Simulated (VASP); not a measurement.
**SrO: single point with r2SCAN**

The system is SrO.

```xyz
2
Lattice="0.0000 2.4727 2.4727 2.4727 0.0000 2.4727 2.4727 2.4727 0.0000" Properties=species:S:1:pos:R:3 pbc="T T T"
Sr    2.4727    2.4727    2.4727
O     0.0000    0.0000    0.0000
```

This cell differs from its parent crystal: volume scaled by 0.88.

| Quantity | Value |
| --- | --- |
| Program | VASP 6.6.1 |
| Task | single point |
| Functional | r2SCAN |
| Potentials or basis | VASP PAW PBE potentials, release 64 (Sr_sv, O) |
| Cutoff | 520 eV |
| k mesh | 8 × 8 × 8 |
| Occupations | gaussian, width 0.02 eV |
| Spin | no spin polarisation |

The pressure is 16.8 GPa and the band gap on the k mesh is 3.63 eV, direct.

Levels at points of the mesh, in eV from the valence-band top:
| k point | band 4 | band 5 | band 6 | band 7 | band 8 | band 9 | band 10 | band 11 | band 12 | band 13 |
| --- | --- | --- | --- | --- | --- | --- | --- | --- | --- | --- |
| (0.00, 0.00, 0.00) | -13.98 | -13.98 | -0.02 | -0.02 | -0.02 | 5.59 | 7.01 | 7.01 | 7.01 | 9.61 |
| (0.50, 0.00, 0.00) | -14.07 | -12.85 | -2.36 | -1.40 | -1.40 | 7.62 | 10.08 | 10.16 | 10.16 | 13.86 |
| (0.50, 0.50, 0.00) | -14.50 | -14.50 | -0.19 | 0.00 | 0.00 | 3.63 | 9.46 | 11.70 | 12.25 | 12.67 |

It took 95 s on 1 thread of Intel(R) Xeon(R) Platinum 8259CL CPU @ 2.50GHz (Skylake/Cascade Lake), on a shared host, peak memory 0.17 GiB.

Caveat: the PAW data sets were made with another functional, which shifts forces and pressure a little. A k mesh can miss the band edges.
